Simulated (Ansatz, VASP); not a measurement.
**Ti3S2 in VASP and in Ansatz**

INCAR

```
SYSTEM = Ti3S2
PREC     = Accurate       ! precision mode
ENCUT    = 520            ! plane-wave cutoff, eV
EDIFF    = 1E-6           ! SCF threshold, eV
ISMEAR   = -1             ! smearing method
SIGMA    = 0.05           ! smearing width, eV
LREAL    = .FALSE.        ! projectors in reciprocal space
LASPH    = .TRUE.         ! aspherical terms in the spheres
NELM     = 100            ! most SCF steps
ALGO     = Normal         ! electronic algorithm
ISIF     = 2              ! what is computed and relaxed
LWAVE    = .FALSE.        ! write WAVECAR
LCHARG   = .FALSE.        ! write CHGCAR
NBANDS   = 32             ! bands
```

Contents of KPOINTS:

```
Automatic mesh
0
G
  6 6 6
  0 0 0
```

The input POSCAR:

```
Ti3S2
1.0
    2.7131139241      1.5664170544      3.2376184047
   -2.7131139241      1.5664170544      3.2376184047
    0.0000000000     -3.1328341088      3.2376184047
Ti S
3 2
Direct
    0.0000000000      0.3356550000      0.6643450000
    0.6643450000      0.0000000000      0.3356550000
    0.3356550000      0.6643450000      0.0000000000
    0.1678390000      0.1678390000      0.1678390000
    0.8321610000      0.8321610000      0.8321610000
```

The input input.yaml:

```yaml
crystal:
  lattice:
    - [2.7131139241, 1.5664170544, 3.2376184047]
    - [-2.7131139241, 1.5664170544, 3.2376184047]
    - [0.0, -3.1328341088, 3.2376184047]
  atoms:
    - { symbol: Ti, position: [0.0, 0.335655, 0.664345] }
    - { symbol: Ti, position: [0.664345, 0.0, 0.335655] }
    - { symbol: Ti, position: [0.335655, 0.664345, 0.0] }
    - { symbol: S, position: [0.167839, 0.167839, 0.167839] }
    - { symbol: S, position: [0.832161, 0.832161, 0.832161] }
hamiltonian:
  xc: lda
  pseudopotentials: { kind: paw }
kpoints:
  mp_grid: { grid: [6, 6, 6] }
  band_path:
    path:
      - [[0.0, 0.0, 0.0], [0.5, 0.0, 0.0], [0.5, 0.3227197041, -0.3227197041]]
      - [[0.6772802959, 0.5, 0.3227197041], [0.5, 0.5, 0.5], [0.0, 0.0, 0.0], [0.4113598521, 0.0, -0.4113598521]]
      - [[0.5886401479, 0.4113598521, 0.0], [0.5, 0.5, 0.0], [0.5886401479, 0.5886401479, 0.3227197041], [0.5, 0.5, 0.5]]
      - [[0.5, 0.0, 0.0], [0.6772802959, 0.4113598521, 0.4113598521]]
    npoints: 14
scf:
  occupations: { method: fermi_dirac, width: 0.05 }
  n_extra_bands: 12
output:
  forces: true
  stress: true
  eigenvalues: true
  fatbands: true
```

Alike in both runs: functional LDA; k mesh 6 × 6 × 6; occupations fermi-dirac, width 0.05 eV; no spin polarisation.

|  | VASP | Ansatz |
| --- | --- | --- |
| version | VASP 6.6.1 | Ansatz 0.2.0 |
| potentials or method | VASP PAW LDA potentials, release 64 (Ti_sv, S) | Ansatz PAW |
| plane-wave cutoff (eV) | 520 | 420 |
| valence electrons in the cell | 48 | 48 |
| task | single point | band structure |

Ansatz gave:

| Property | Result |
| --- | --- |
| gap on the k mesh at the Fermi level (eV) | none |
| pressure (GPa) | -7.8 |
| traceless stress, the component that is largest in VASP (GPa) | -0.88 |
| rms of the force components (eV/Å) | 0.047 |

**Question.** Which values does VASP return?

**Answer.** gap on the k mesh at the Fermi level (eV): none; pressure (GPa): -7.6; traceless stress, the component that is largest in VASP (GPa): -0.81; rms of the force components (eV/Å): 0.043.

LDA's correlation is that of Perdew and Zunger in VASP and of Perdew and Wang (1992) in Ansatz. Atom by atom the forces differ by 0.004 eV/Å (rms over components). A gap of «none» marks a metal or a gap that the smearing closes.
